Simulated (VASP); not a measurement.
# BN (Pm) in VASP: further runs

The runs below take BN through single point, with PBE.

All numbers are computed with VASP 6.6.1; they aren't measurements. Logs are shortened: lines on timing, memory, paths and dates and some standing lists are left out, and cuts for length are marked.

## Step 1: The cell of the first run

The structure is monoclinic, space group Pm (No. 6). The conventional cell has a = 2.512 Å, b = 8.344 Å, c = 2.512 Å, α = 90.00°, β = 120.00°, γ = 90.00°. B (site symmetry m) has 3 N at 1.44 to 1.46 Å within 1.9 Å. Within 1.9 Å of B (site symmetry m) lie 3 N at 1.44 to 1.46 Å. N (site symmetry m) has 3 B at 1.44 to 1.46 Å within 1.9 Å. Within 1.9 Å of N (site symmetry m) lie 3 B at 1.44 to 1.46 Å.

## Step 2: Single point, PBE (all B atoms moved +0.013 Å, as atom 1 along Cartesian [1 1 0])

INCAR

```
SYSTEM = BN
PREC     = Accurate       ! precision mode
ENCUT    = 520            ! plane-wave cutoff, eV
EDIFF    = 1E-6           ! SCF threshold, eV
ISMEAR   = 0              ! smearing method
SIGMA    = 0.05           ! smearing width, eV
LREAL    = .False.        ! projectors in reciprocal space
LASPH    = .True.         ! aspherical terms in the spheres
NELM     = 100            ! most SCF steps
ALGO     = Normal         ! electronic algorithm
ISIF     = 2              ! what is computed and relaxed
LWAVE    = .False.        ! write WAVECAR
LCHARG   = .False.        ! write CHGCAR
GGA      = PE             ! functional
NBANDS   = 16             ! bands
```

KPOINTS

```
regular mesh
0
Gamma
  12 12 4
  0 0 0
```

POSCAR

```
BN
1.0
    2.5121751215      0.0000000000      0.0000000000
   -1.2560875608      2.1756074740      0.0000000000
    0.0000000000      0.0000000000      8.3436910039
B N
2 2
Direct
    0.3388830811      0.6707293640      0.2500000000
    0.6722164145      0.3373960307      0.7500000000
    0.3333333333      0.6666666667      0.7500000000
    0.6666666667      0.3333333333      0.2500000000
```

Potentials or basis: VASP PAW PBE potentials, release 64 (B, N).

Command:

```bash
> cat potpaw_PBE.64/B/POTCAR potpaw_PBE.64/N/POTCAR > POTCAR
> mpirun -np 1 vasp_std > vasp.out
```

OUTCAR:

```text
SYSTEM = BN
   PREC = Accurate
   ENCUT = 520
   EDIFF = 1E-6
   ISMEAR = 0
   LREAL = .False.
   LASPH = .True.
   NELM = 100
   ISIF = 2
   GGA = PE

 ion  position               nearest neighbor table
   1  0.339  0.671  0.250-   4 1.44   4 1.45   4 1.46
   2  0.672  0.337  0.750-   3 1.44   3 1.45   3 1.46
   3  0.333  0.667  0.750-   2 1.44   2 1.45   2 1.46
   4  0.667  0.333  0.250-   1 1.44   1 1.45   1 1.46

  LATTYP: Found a hexagonal cell.
 ALAT       =     2.5121751215
 C/A-ratio  =     3.3213015018

  Lattice vectors:

 A1 = (   2.5121751215,   0.0000000000,   0.0000000000)
 A2 = (  -1.2560875608,   2.1756074740,   0.0000000000)
 A3 = (   0.0000000000,   0.0000000000,   8.3436910039)

Analysis of symmetry for initial positions (statically):
=====================================================================
 Subroutine PRICEL returns:
 Original cell was already a primitive cell.

 Routine SETGRP: Setting up the symmetry group for a
 hexagonal supercell.

 Subroutine GETGRP returns: Found  2 space group operations
 (whereof  1 operations were pure point group operations)
 out of a pool of 24 trial point group operations.

The static configuration has the point symmetry C_1 .
 The point group associated with its full space group is C_1h.

Analysis of symmetry for dynamics (positions and initial velocities):
=====================================================================
 Subroutine PRICEL returns:
 Original cell was already a primitive cell.

 Routine SETGRP: Setting up the symmetry group for a
 hexagonal supercell.

 Subroutine GETGRP returns: Found  2 space group operations
 (whereof  1 operations were pure point group operations)
 out of a pool of 24 trial point group operations.

The dynamic configuration has the point symmetry C_1 .
 The point group associated with its full space group is C_1h.

 Subroutine INISYM returns: Found  2 space group operations
 (whereof  1 operations are pure point group operations),
 and found     1 'primitive' translations

----------------------------------------------------------------------------------------

                                     Primitive cell

  volume of cell :      45.6025

  direct lattice vectors                    reciprocal lattice vectors
     2.512175121  0.000000000  0.000000000     0.398061422  0.229820869  0.000000000
    -1.256087561  2.175607474  0.000000000     0.000000000  0.459641738  0.000000000
     0.000000000  0.000000000  8.343691004     0.000000000  0.000000000  0.119851035

  length of vectors
     2.512175121  2.512175122  8.343691004     0.459641738  0.459641738  0.119851035

  position of ions in fractional coordinates (direct lattice)
     0.338883081  0.670729364  0.250000000
     0.672216414  0.337396031  0.750000000
     0.333333333  0.666666667  0.750000000
     0.666666667  0.333333333  0.250000000

  ion indices of the primitive-cell ions
   primitive index   ion index
                 1           1
                 2           2
                 3           3
                 4           4

----------------------------------------------------------------------------------------

 KPOINTS: regular mesh

Automatic generation of k-mesh.
 Grid dimensions read from file:
 generate k-points for:   12   12    4

 Generating k-lattice:

  Cartesian coordinates                     Fractional coordinates (reciprocal lattice)
     0.033171785  0.019151739  0.000000000     0.083333333  0.000000000  0.000000000
     0.000000000  0.038303478  0.000000000     0.000000000  0.083333333  0.000000000
     0.000000000  0.000000000  0.029962759     0.000000000  0.000000000  0.250000000

  Length of vectors
     0.038303478  0.038303478  0.029962759

  Shift w.r.t. Gamma in fractional coordinates (k-lattice)
     0.000000000  0.000000000  0.000000000

 Subroutine IBZKPT returns following result:
 ===========================================

 Found    222 irreducible k-points:

 Following reciprocal coordinates:
            Coordinates               Weight
  0.000000  0.000000  0.000000      1.000000
  0.083333 -0.000000  0.000000      2.000000
  0.000000  0.083333  0.000000      2.000000
 -0.083333  0.083333  0.000000      2.000000
  0.166667  0.000000  0.000000      2.000000
  0.000000  0.166667  0.000000      2.000000
[... 16 lines left out ...]
  0.166667  0.083333  0.000000      2.000000
 -0.083333  0.250000  0.000000      2.000000
 [... further k-points ...]
   k-points           NKPTS =    222   k-points in BZ     NKDIM =    222   number of bands    NBANDS=     16
   number of dos      NEDOS =    301   number of ions     NIONS =      4
   total plane-waves  NPLWV =  25600
   dimension x,y,z NGX =    20 NGY =   20 NGZ =   64
   dimension x,y,z NGXF=    40 NGYF=   40 NGZF=  128
   ions per type =               2   2
   NGX,Y,Z   is equivalent  to a cutoff of  13.24, 13.24, 12.75 a.u.
   NGXF,Y,Z  is equivalent  to a cutoff of  26.47, 26.47, 25.50 a.u.
 SYSTEM =  BN
   PREC   = accura    normal or accurate (medium, high low for compatibility)
   ISTART =      0    job   : 0-new  1-cont  2-samecut
   ICHARG =      2    charge: 1-file 2-atom 10-const
   ISPIN  =      1    spin polarized calculation?
   LNONCOLLINEAR =      F non collinear calculations
   LSORBIT =      F    spin-orbit coupling
   LASPH  =      T    aspherical Exc in radial PAW
   ENCUT  =  520.0 eV  38.22 Ry    6.18 a.u.   4.67  4.67 15.51*2*pi/ulx,y,z
   NELM   =    100;   NELMIN=  2; NELMDL= -5     # of ELM steps
   EDIFF  = 0.1E-05   stopping-criterion for ELM
   LREAL  =      F    real-space projection
   EDIFFG = 0.1E-04   stopping-criterion for IOM
   NSW    =      0    number of steps for IOM
   IBRION =     -1    ionic relax: 0-MD 1-quasi-New 2-CG
   NFREE  =      0    steps in history (QN), initial steepest desc. (CG)
   ISIF   =      2    stress and relaxation
   ISYM   =      2    0-nonsym 1-usesym 2-fastsym
   POTIM  = 0.5000    time-step for ionic-motion
   TEBEG  =    0.0;   TEEND  =   0.0 temperature during run
   PSTRESS=    0.0 pullay stress
   NELECT =      16.0000    total number of electrons
   NUPDOWN=      -1.0000    fix difference up-down
   EMIN   =  10.00;   EMAX   =-10.00  energy-range for DOS
   EFERMI =   0.00;   METHOD = LEGACY
   ISMEAR =     0;   SIGMA  =   0.05  broadening in eV -4-tet -1-fermi 0-gaus
   EFERMI_NEDOS =   21; number of points for ismear=-14 and -15
   IALGO  =     38    algorithm
   IMIX   =      4    mixing-type and parameters
     AMIX     =   0.40;   BMIX     =  1.00
     AMIX_MAG =   1.60;   BMIX_MAG =  1.00
  volume/ion in A,a.u.               =      11.40        76.94
  Fermi-wavevector in a.u.,A,eV,Ry     =   1.154654  2.181980 18.139645  1.333226
  Thomas-Fermi vector in A             =   2.291289
   LORBIT       =      0    0 simple, 1 ext, 2 COOP (PROOUT), +10 PAW based schemes
   GGA     = PE    functional components
   LHFCALC =     F    Hartree Fock is set to
   AEXX    =    0.0000 exact exchange contribution
   IVDW    =     0    specifies the selected vdW correction
   LEPSILON=     F    determine dielectric tensor
   LRPA    =     F    only Hartree local field effects (RPA)
 non-spin polarized calculation
 Gauss-broadening in eV      SIGMA  =   0.05
  energy-cutoff  :      520.00
  volume of cell :       45.60
 maximum number of plane-waves:      1267
   NGX =  9   NGY =  9   NGZ = 31

 number of electron      15.9999998 magnetization

 Free energy of the ion-electron system (eV)
  ---------------------------------------------------
  ext. energy  EPLUGINS =         0.00000000
  ---------------------------------------------------
  free energy    TOTEN  =       -35.20091247 eV

  energy without entropy =      -35.20091247  energy(sigma->0) =      -35.20091247

 E-fermi :   0.9233     XC(G=0):  -8.5801

 val. band max:        0.6010472441   @ k =   0.3333   0.3333   0.5000
 cond. band min:       4.9990319417   @ k =   0.0000   0.0000   0.0000
 fundamental gap:      4.3979846976
 Fermi energy:         0.9233281841

 k-point     1 :       0.0000    0.0000    0.0000
  band No.  band energies     occupation
      1     -17.0289      2.00000
      2     -16.9879      2.00000
      3      -4.8877      2.00000
      4      -4.2852      2.00000
      5      -0.8901      2.00000
      6      -0.8896      2.00000
[... 8 lines left out ...]
     15      12.3123      0.00000
     16      12.9570      0.00000

 k-point     2 :       0.0833   -0.0000    0.0000
  band No.  band energies     occupation
      1     -16.8957      2.00000
      2     -16.8556      2.00000
      3      -4.7064      2.00000
      4      -4.1110      2.00000
      5      -1.4294      2.00000
      6      -1.1989      2.00000
[... 8 lines left out ...]
     15      12.5734      0.00000
     16      12.8855      0.00000

 k-point     3 :       0.0000    0.0833    0.0000
  band No.  band energies     occupation
      1     -16.8957      2.00000
      2     -16.8556      2.00000
      3      -4.7064      2.00000
      4      -4.1110      2.00000
      5      -1.4129      2.00000
      6      -1.2680      2.00000
[... 8 lines left out ...]
     15      12.6200      0.00000
     16      12.8571      0.00000

 k-point     4 :      -0.0833    0.0833    0.0000
  band No.  band energies     occupation
      1     -16.8957      2.00000
      2     -16.8556      2.00000
      3      -4.7064      2.00000
      4      -4.1110      2.00000
      5      -1.3797      2.00000
      6      -1.3303      2.00000
[... 8 lines left out ...]
     15      12.7185      0.00000
     16      12.8008      0.00000

 k-point     5 :       0.1667    0.0000    0.0000
  band No.  band energies     occupation
      1     -16.5040      2.00000
      2     -16.4662      2.00000
      3      -4.1701      2.00000
      4      -3.5974      2.00000
      5      -2.8023      2.00000
      6      -2.6153      2.00000
[... 8 lines left out ...]
     15      13.3980      0.00000
     16      14.1377      0.00000

 k-point     6 :       0.0000    0.1667    0.0000
  band No.  band energies     occupation
      1     -16.5040      2.00000
      2     -16.4663      2.00000
      3      -4.1701      2.00000
      4      -3.5974      2.00000
      5      -2.7826      2.00000
      6      -2.6472      2.00000
[... 8 lines left out ...]
     15      13.3977      0.00000
     16      14.1899      0.00000
[... 267 lines left out ...]
 k-point    21 :      -0.0833    0.1667    0.0000
  band No.  band energies     occupation
      1     -16.6332      2.00000
      2     -16.5947      2.00000
      3      -4.3474      2.00000
      4      -3.7670      2.00000
      5      -2.3236      2.00000
      6      -2.1236      2.00000
[... 8 lines left out ...]
     15      13.3445      0.00000
     16      13.6912      0.00000

 k-point    22 :      -0.1667    0.0833    0.0000
  band No.  band energies     occupation
      1     -16.6332      2.00000
      2     -16.5947      2.00000
      3      -4.3474      2.00000
      4      -3.7670      2.00000
      5      -2.3010      2.00000
      6      -2.1569      2.00000
[... 8 lines left out ...]
     15      13.3906      0.00000
     16      13.6912      0.00000

 k-point    23 :       0.1667    0.0833    0.0000
  band No.  band energies     occupation
      1     -16.1245      2.00000
      2     -16.0891      2.00000
      3      -3.7563      2.00000
      4      -3.6464      2.00000
      5      -3.6426      2.00000
      6      -3.0981      2.00000
[... 8 lines left out ...]
     15      12.8747      0.00000
     16      14.6823      0.00000

 k-point    24 :      -0.0833    0.2500    0.0000
  band No.  band energies     occupation
      1     -16.1247      2.00000
      2     -16.0889      2.00000
      3      -3.7734      2.00000
      4      -3.6463      2.00000
      5      -3.6261      2.00000
      6      -3.0980      2.00000
[... 8 lines left out ...]
     15      12.9011      0.00000
     16      14.6557      0.00000

 [... further k-points ...]
[... 5 lines left out ...]
  --------------------------------------------------------------------------------------
  -------------------------------------------------------------------------------------
  Total        0.0555053      0.0554991     -0.0198983      0.0051985      0.0000000      0.0000000
  in kB        1.9500983      1.9498809     -0.6990972      0.1826424      0.0000000      0.0000000
  external PRESSURE =       1.0669607 kB  Pullay stress =       0.0000000 kB

 VOLUME and BASIS-vectors are now :
 -----------------------------------------------------------------------------
  energy-cutoff  :      520.00
  volume of cell :       45.60
      direct lattice vectors                 reciprocal lattice vectors
     2.512175121  0.000000000  0.000000000     0.398061422  0.229820869  0.000000000
    -1.256087561  2.175607474  0.000000000     0.000000000  0.459641738  0.000000000
     0.000000000  0.000000000  8.343691004     0.000000000  0.000000000  0.119851035

 POSITION                                       TOTAL-FORCE (eV/Angst)
 -----------------------------------------------------------------------------------
      0.00884      1.45924      2.08592        -0.346584     -0.356253      0.000000
      1.26493      0.73404      6.25777        -0.365921     -0.356255      0.000000
     -0.00000      1.45040      6.25777         0.365924      0.356251      0.000000
      1.25609      0.72520      2.08592         0.346581      0.356256      0.000000
 -----------------------------------------------------------------------------------
    total drift:                               -0.000003     -0.000008     -0.000000

  FREE ENERGIE OF THE ION-ELECTRON SYSTEM (eV)
  ---------------------------------------------------
  free  energy   TOTEN  =       -35.2009124730 eV

  energy  without entropy=      -35.2009124730  energy(sigma->0) =      -35.20091247
```

Run time: 53 s. Hardware: 1 thread of Intel Xeon 6975P-C (Granite Rapids), shared host; peak memory 0.26 GiB.

Results:

```yaml
Free_energy: -35.2009 eV
Pressure: 0.1 GPa
Largest_force: 0.511 eV/Å
Band_gap_on_the_k_mesh: 4.40 eV, indirect (least direct gap 4.66 eV)
```

Forces on the atoms (eV/Å):
```
B   -0.347 -0.356  0.000
B   -0.366 -0.356  0.000
N    0.366  0.356  0.000
N    0.347  0.356  0.000
```

Stress tensor (GPa, compression positive):
```
 0.20  0.02  0.00
 0.02  0.19  0.00
 0.00  0.00 -0.07
```

Levels at points of the mesh, in eV from the valence-band top:
| k point | band 5 | band 6 | band 7 | band 8 | band 9 | band 10 | band 11 | band 12 |
| --- | --- | --- | --- | --- | --- | --- | --- | --- |
| (0.00, 0.00, 0.00) | -1.49 | -1.49 | -1.20 | -1.20 | 4.40 | 7.77 | 10.07 | 11.32 |
| (0.50, 0.00, 0.00) | -4.19 | -4.05 | -1.02 | -0.77 | 4.56 | 5.03 | 9.43 | 9.86 |
| (0.00, 0.50, 0.00) | -4.17 | -4.06 | -1.02 | -0.78 | 4.57 | 5.02 | 9.42 | 9.86 |
| (0.50, 0.50, 0.00) | -4.13 | -4.10 | -1.02 | -0.78 | 4.58 | 5.01 | 9.42 | 9.86 |
| (0.00, 0.00, 0.50) | -1.49 | -1.49 | -1.20 | -1.20 | 5.69 | 5.69 | 11.31 | 11.32 |
| (0.50, 0.00, 0.50) | -4.19 | -4.05 | -0.94 | -0.85 | 4.68 | 4.86 | 9.67 | 9.71 |
| (0.00, 0.50, 0.50) | -4.17 | -4.06 | -0.93 | -0.87 | 4.70 | 4.83 | 9.68 | 9.71 |
| (0.50, 0.50, 0.50) | -4.13 | -4.10 | -0.91 | -0.89 | 4.74 | 4.79 | 9.68 | 9.69 |

Caveat: the cell differs from its parent crystal (all B atoms moved +0.013 Å, as atom 1 along Cartesian [1 1 0]); this functional lacks dispersion, which binds the layers, so the pressure and a relaxed spacing across them are unreliable.

## Step 3: Single point, PBE (all B atoms moved -0.100 Å, as atom 1 along Cartesian [1 1 0])

INCAR

```
SYSTEM = BN
ALGO = Normal
EDIFF = 1E-6
ENCUT = 520
GGA = PE
ISIF = 2
ISMEAR = 0
LASPH = .TRUE.
LCHARG = .FALSE.
LREAL = .FALSE.
LWAVE = .FALSE.
NBANDS = 16
NELM = 80
PREC = Accurate
SIGMA = 0.05
```

KPOINTS

```
k-points
0
G
  12 12 4
  0 0 0
```

POSCAR: that of step 2 with these lines changed.

```diff
@@ -8,4 +8,4 @@
 Direct
-    0.3388830811      0.6707293640      0.2500000000
-    0.6722164145      0.3373960307      0.7500000000
+    0.2889353508      0.6341650877      0.2500000000
+    0.6222686841      0.3008317544      0.7500000000
     0.3333333333      0.6666666667      0.7500000000
```

Potentials or basis: VASP PAW PBE potentials, release 64 (B, N).

Command:

```bash
> cat potpaw_PBE.64/B/POTCAR potpaw_PBE.64/N/POTCAR > POTCAR
> mpirun -np 1 vasp_std > vasp.out
```

Wall time 2.9 min (1 thread of Intel Xeon 8259CL, shared host); peak memory 0.26 GiB.

Results (log left out):

```yaml
Free_energy: -34.8026 eV
Pressure: 3.0 GPa
Largest_force: 4.539 eV/Å
Band_gap_on_the_k_mesh: 4.19 eV, indirect (least direct gap 4.60 eV)
```

Forces in eV/Å, atoms in the order of the input:
```
B    3.511  2.877  0.000
B    2.237  2.867  0.000
N   -2.237 -2.867  0.000
N   -3.511 -2.877  0.000
```

Stress tensor (GPa, compression positive):
```
 4.61  1.22  0.00
 1.22  4.49  0.00
 0.00  0.00 -0.08
```

Levels at points of the mesh, in eV from the valence-band top:
| k point | band 6 | band 7 | band 8 | band 9 | band 10 | band 11 |
| --- | --- | --- | --- | --- | --- | --- |
| (0.00, 0.00, 0.00) | -2.39 | -0.16 | -0.13 | 4.47 | 7.82 | 9.75 |
| (0.50, 0.00, 0.00) | -3.52 | -1.23 | -0.50 | 4.19 | 5.67 | 9.44 |
| (0.00, 0.50, 0.00) | -3.58 | -1.15 | -0.58 | 4.33 | 5.48 | 9.31 |
| (0.50, 0.50, 0.00) | -3.76 | -1.02 | -0.72 | 4.59 | 5.19 | 9.18 |
| (0.00, 0.00, 0.50) | -2.39 | -0.16 | -0.13 | 5.74 | 5.75 | 10.05 |
| (0.50, 0.00, 0.50) | -3.52 | -1.21 | -0.52 | 4.19 | 5.61 | 9.60 |
| (0.00, 0.50, 0.50) | -3.58 | -1.13 | -0.61 | 4.35 | 5.41 | 9.47 |
| (0.50, 0.50, 0.50) | -3.76 | -0.97 | -0.77 | 4.66 | 5.06 | 9.36 |

Caveat: the cell differs from its parent crystal (all B atoms moved -0.100 Å, as atom 1 along Cartesian [1 1 0]); this functional lacks dispersion, which binds the layers, so the pressure and a relaxed spacing across them are unreliable; forces of over 1 eV/Å act on the atoms, so gaps and moduli don't describe the material at rest. A k mesh can miss the band edges.
